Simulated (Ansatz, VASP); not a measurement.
# One calculation of CuI, two programs

```
I Cu
1.0
     4.06274    0.00000    0.00000
     0.00000    4.06274    0.00000
     0.00000    0.00000    6.50749
I Cu
2 2
Cartesian
  0.0000 2.0314 4.8353
  2.0314 0.0000 1.6722
  0.0000 0.0000 0.0000
  2.0314 2.0314 0.0000
```

Change from the starting cell: volume scaled by 0.98.

Alike in both runs: task single point; functional LDA; k mesh 7 × 7 × 4; occupations fermi-dirac, width 0.05 eV; no spin polarisation.

```csv
,VASP,Ansatz
version,VASP 6.6.1,Ansatz 0.2.0
potentials or method,"VASP PAW LDA potentials, release 64 (I, Cu), cutoff 520 eV","all-electron LAPW, scalar-relativistic"
```

VASP gave:

| Quantity | Value |
| --- | --- |
| gap on the k mesh at the Fermi level (eV) | 1.48 |
| least direct gap on the mesh (eV) | 1.48 |
| pressure (GPa) | -2.6 |
| traceless stress, the component that is largest in VASP (GPa) | 0.15 |
| rms of the force components (eV/Å) | 0.124 |

Question: What did Ansatz give for the same quantities?

Answer: gap on the k mesh at the Fermi level (eV): 1.44; least direct gap on the mesh (eV): 1.44; pressure (GPa): -2.8; traceless stress, the component that is largest in VASP (GPa): 0.19; rms of the force components (eV/Å): 0.131.

LDA's correlation is that of Perdew and Zunger in VASP and of Perdew and Wang (1992) in Ansatz. Atom by atom the forces differ by 0.007 eV/Å (rms over components). Ansatz ran all-electron here, and VASP with PAW potentials.

Neither program's run includes spin-orbit coupling.
